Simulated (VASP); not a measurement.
# LiGe2P3 (P-4m2) in VASP: further runs

The runs below take LiGe2P3 through single point, relaxation of cell and atoms, with PBE.

Program: VASP 6.6.1. These are calculated values, not measurements. Logs are shortened: lines on timing, memory, paths and dates and some standing lists are left out, and cuts for length are marked.

**1. The cell of the first run**

It takes space group P-4m2 (No. 115, tetragonal). The conventional cell has a = 3.763 Å, b = 3.763 Å, c = 6.983 Å, α = 90.00°, β = 90.00°, γ = 90.00°. Li (site symmetry -4m2) has 8 P at 2.66 to 2.74 Å and 4 Ge at 3.01 Å within 3.5 Å. Within 3.5 Å of Ge (site symmetry 2mm) lie 7 P at 2.64 to 3.01 Å and 2 Li at 3.01 Å. P (site symmetry 2mm) has 5 Ge at 2.64 to 2.68 Å and 2 Li at 2.74 Å and 2 P at 2.74 Å within 3.5 Å. P (site symmetry -4m2) has 4 Li at 2.66 Å and 4 P at 2.74 Å and 4 Ge at 3.01 Å within 3.5 Å.

**2. Single point, PBE**

Contents of INCAR:

```
SYSTEM = LiGe2P3
ALGO = Normal
EDIFF = 1E-7
ENCUT = 520
GGA = PE
ISIF = 2
ISMEAR = 0
LASPH = .True.
LCHARG = .True.
LELF = .True.
LREAL = .False.
LVHAR = .True.
LWAVE = .False.
NBANDS = 32
NELM = 80
PREC = Accurate
SIGMA = 0.1
```

Contents of KPOINTS:

```
k-points
0
Gamma
  4 4 4
  0 0 0
```

Contents of POSCAR:

```
LiGe2P3
1.0
    3.7631911806      0.0000000000      0.0000000000
    0.0000000000      3.7631911806      0.0000000000
    0.0000000000      0.0000000000      6.9832290493
Li Ge P
1 2 3
Direct
    0.0000000000      0.0000000000      0.0000000000
    0.0000000000      0.5000000000      0.6632437079
    0.5000000000      0.0000000000      0.3367562921
    0.0000000000      0.5000000000      0.2857989938
    0.5000000000      0.0000000000      0.7142010062
    0.5000000000      0.5000000000      0.0000000000
```

Potentials or basis: VASP PAW PBE potentials, release 64 (Li_sv, Ge_d, P).

Run with:

```bash
$ cat potpaw_PBE.64/Li_sv/POTCAR potpaw_PBE.64/Ge_d/POTCAR potpaw_PBE.64/P/POTCAR > POTCAR
$ mpirun -np 1 vasp_std > vasp.out
```

OUTCAR:

```text
SYSTEM = LiGe2P3
   EDIFF = 1E-7
   ENCUT = 520
   GGA = PE
   ISIF = 2
   ISMEAR = 0
   LASPH = .True.
   LREAL = .False.
   NELM = 80
   PREC = Accurate

 ion  position               nearest neighbor table
   1  0.000  0.000  0.000-   6 2.66   6 2.66   6 2.66   6 2.66   5 2.74   5 2.74   4 2.74   4 2.74

   2  0.000  0.500  0.663-   4 2.64   5 2.68   5 2.68   5 2.68   5 2.68
   3  0.500  0.000  0.337-   5 2.64   4 2.68   4 2.68   4 2.68   4 2.68
   4  0.000  0.500  0.286-   2 2.64   3 2.68   3 2.68   3 2.68   3 2.68   1 2.74   6 2.74   6 2.74
                             1 2.74
   5  0.500  0.000  0.714-   3 2.64   2 2.68   2 2.68   2 2.68   2 2.68   6 2.74   1 2.74   6 2.74
                             1 2.74
   6  0.500  0.500  0.000-   1 2.66   1 2.66   1 2.66   1 2.66   5 2.74   5 2.74   4 2.74   4 2.74

  LATTYP: Found a simple tetragonal cell.
 ALAT       =     3.7631911806
 C/A-ratio  =     1.8556668301

  Lattice vectors:

 A1 = (   3.7631911806,   0.0000000000,   0.0000000000)
 A2 = (   0.0000000000,   3.7631911806,   0.0000000000)
 A3 = (   0.0000000000,   0.0000000000,   6.9832290493)

Analysis of symmetry for initial positions (statically):
=====================================================================
 Subroutine PRICEL returns:
 Original cell was already a primitive cell.

 Routine SETGRP: Setting up the symmetry group for a
 simple tetragonal supercell.

 Subroutine GETGRP returns: Found  8 space group operations
 (whereof  8 operations were pure point group operations)
 out of a pool of 16 trial point group operations.

The static configuration has the point symmetry D_2d.

Analysis of symmetry for dynamics (positions and initial velocities):
=====================================================================
 Subroutine PRICEL returns:
 Original cell was already a primitive cell.

 Routine SETGRP: Setting up the symmetry group for a
 simple tetragonal supercell.

 Subroutine GETGRP returns: Found  8 space group operations
 (whereof  8 operations were pure point group operations)
 out of a pool of 16 trial point group operations.

The dynamic configuration has the point symmetry D_2d.

 Subroutine INISYM returns: Found  8 space group operations
 (whereof  8 operations are pure point group operations),
 and found     1 'primitive' translations

----------------------------------------------------------------------------------------

                                     Primitive cell

  volume of cell :      98.8938

  direct lattice vectors                    reciprocal lattice vectors
     3.763191181  0.000000000  0.000000000     0.265731915  0.000000000  0.000000000
     0.000000000  3.763191181  0.000000000     0.000000000  0.265731915  0.000000000
[... 96 lines left out ...]
   PSTRESS=    0.0 pullay stress
   NELECT =      46.0000    total number of electrons
   NUPDOWN=      -1.0000    fix difference up-down
   EMIN   =  10.00;   EMAX   =-10.00  energy-range for DOS
   EFERMI =   0.00;   METHOD = LEGACY
   ISMEAR =     0;   SIGMA  =   0.10  broadening in eV -4-tet -1-fermi 0-gaus
   EFERMI_NEDOS =   21; number of points for ismear=-14 and -15
   IALGO  =     38    algorithm
   IMIX   =      4    mixing-type and parameters
     AMIX     =   0.40;   BMIX     =  1.00
     AMIX_MAG =   1.60;   BMIX_MAG =  1.00
  volume/ion in A,a.u.               =      16.48       111.23
  Fermi-wavevector in a.u.,A,eV,Ry     =   1.268444  2.397011 21.891082  1.608949
  Thomas-Fermi vector in A             =   2.401538
   LORBIT       =      0    0 simple, 1 ext, 2 COOP (PROOUT), +10 PAW based schemes
   GGA     = PE    functional components
   LHFCALC =     F    Hartree Fock is set to
   AEXX    =    0.0000 exact exchange contribution
   IVDW    =     0    specifies the selected vdW correction
   LEPSILON=     F    determine dielectric tensor
   LRPA    =     F    only Hartree local field effects (RPA)
 non-spin polarized calculation
 Gauss-broadening in eV      SIGMA  =   0.10
  energy-cutoff  :      520.00
  volume of cell :       98.89
 maximum number of plane-waves:      2704
 NGX is ok and might be reduce to    28
   NGX = 13   NGY = 13   NGZ = 25

 number of electron      45.9999934 magnetization

 Free energy of the ion-electron system (eV)
  ---------------------------------------------------
  ext. energy  EPLUGINS =         0.00000000
  ---------------------------------------------------
  free energy    TOTEN  =       -26.17346414 eV

  energy without entropy =      -26.15801593  energy(sigma->0) =      -26.16574003

 E-fermi :   6.8567     XC(G=0): -10.6822

 val. band max:        6.8372836119   @ k =   0.5000   0.0000   0.5000
 cond. band min:       6.8804021463   @ k =   0.0000   0.0000   0.0000
 fundamental gap:      0.0431185344
 Fermi energy:         6.8567446160

 k-point     1 :       0.0000    0.0000    0.0000
  band No.  band energies     occupation
      1     -39.4375      2.00000
      2     -17.8999      2.00000
      3     -17.8892      2.00000
      4     -17.8838      2.00000
      5     -17.8838      2.00000
      6     -17.8837      2.00000
[... 619 lines left out ...]
     31      14.8021      0.00000
     32      14.9767      0.00000

------------------------ aborting loop because EDIFF is reached ----------------------------------------

  FORCE on cell =-STRESS in cart. coord.  units (eV):
  Direction    XX          YY          ZZ          XY          YZ          ZX
  --------------------------------------------------------------------------------------
  -------------------------------------------------------------------------------------
  Total        0.1426047      0.1426047     -0.0931315      0.0000000      0.0000000      0.0000000
  in kB        2.3103381      2.3103381     -1.5088230      0.0000000      0.0000000      0.0000000
  external PRESSURE =       1.0372844 kB  Pullay stress =       0.0000000 kB

 VOLUME and BASIS-vectors are now :
 -----------------------------------------------------------------------------
  energy-cutoff  :      520.00
  volume of cell :       98.89
      direct lattice vectors                 reciprocal lattice vectors
     3.763191181  0.000000000  0.000000000     0.265731915  0.000000000  0.000000000
     0.000000000  3.763191181  0.000000000     0.000000000  0.265731915  0.000000000
     0.000000000  0.000000000  6.983229049     0.000000000  0.000000000  0.143200229

 POSITION                                       TOTAL-FORCE (eV/Angst)
 -----------------------------------------------------------------------------------
      0.00000      0.00000      0.00000        -0.000000     -0.000000     -0.000000
      0.00000      1.88160      4.63158         0.000000     -0.000000     -0.000200
      1.88160      0.00000      2.35165        -0.000000     -0.000000      0.000200
      0.00000      1.88160      1.99580        -0.000000      0.000000     -0.031368
      1.88160      0.00000      4.98743        -0.000000     -0.000000      0.031368
      1.88160      1.88160      0.00000        -0.000000     -0.000000     -0.000000
 -----------------------------------------------------------------------------------
    total drift:                                0.000000      0.000000     -0.000000

  FREE ENERGIE OF THE ION-ELECTRON SYSTEM (eV)
  ---------------------------------------------------
  free  energy   TOTEN  =       -26.1734641363 eV

  energy  without entropy=      -26.1580159273  energy(sigma->0) =      -26.16574003
```

OSZICAR:

```text
N       E                     dE             d eps       ncg     rms          rms(c)
DAV:   1     0.379587147208E+03    0.37959E+03   -0.20253E+04  1408   0.288E+03
DAV:   2     0.379029747498E+02   -0.34168E+03   -0.32387E+03  1152   0.756E+02
DAV:   3    -0.227199077463E+02   -0.60623E+02   -0.58759E+02  1376   0.161E+02
DAV:   4    -0.263471479670E+02   -0.36272E+01   -0.35738E+01  1640   0.414E+01
DAV:   5    -0.265160970366E+02   -0.16895E+00   -0.16882E+00  1688   0.844E+00    0.659E+00
DAV:   6    -0.261896159382E+02    0.32648E+00   -0.80674E-01  1616   0.632E+00    0.398E+00
DAV:   7    -0.261766058486E+02    0.13010E-01   -0.18122E-01  1456   0.168E+00    0.178E+00
DAV:   8    -0.261733425533E+02    0.32633E-02   -0.31858E-02  1576   0.101E+00    0.359E-01
DAV:   9    -0.261733664555E+02   -0.23902E-04   -0.28987E-03  1520   0.290E-01    0.145E-01
DAV:  10    -0.261734264587E+02   -0.60003E-04   -0.39277E-04  1560   0.939E-02    0.518E-02
DAV:  11    -0.261734580113E+02   -0.31553E-04   -0.10250E-04  1440   0.574E-02    0.169E-02
DAV:  12    -0.261734647866E+02   -0.67752E-05   -0.14935E-05  1448   0.251E-02    0.904E-03
DAV:  13    -0.261734643195E+02    0.46711E-06   -0.21896E-06  1288   0.707E-03    0.373E-03
DAV:  14    -0.261734641298E+02    0.18961E-06   -0.24627E-07  1112   0.347E-03    0.126E-03
DAV:  15    -0.261734641363E+02   -0.64110E-08   -0.43113E-08   792   0.137E-03
   1 F= -.26173464E+02 E0= -.26165740E+02  d E =-.154482E-01
```

Run time: 24 s. Hardware: 1 thread of Intel Xeon 6975P-C (Granite Rapids), shared host; peak memory 0.21 GiB.

What came out:

- Free energy: -26.1735 eV
- Largest force: 0.031 eV/Å
- Band gap on the k mesh: zero (band 23 reaches 8.25 eV, above the bottom of band 24 at 4.99 eV)

Forces on the atoms (eV/Å):
```
Li   0.000  0.000  0.000
Ge   0.000  0.000  0.000
Ge   0.000  0.000  0.000
P    0.000  0.000 -0.031
P    0.000  0.000  0.031
P    0.000  0.000  0.000
```

Caveat: the k points lie up to 0.42 Å⁻¹ apart; the cutoff is under 1.25 times the usual one of these potentials, so pressure, stress and relaxed cells hold a basis-set (Pulay) error.

[end of part 1 of 2]
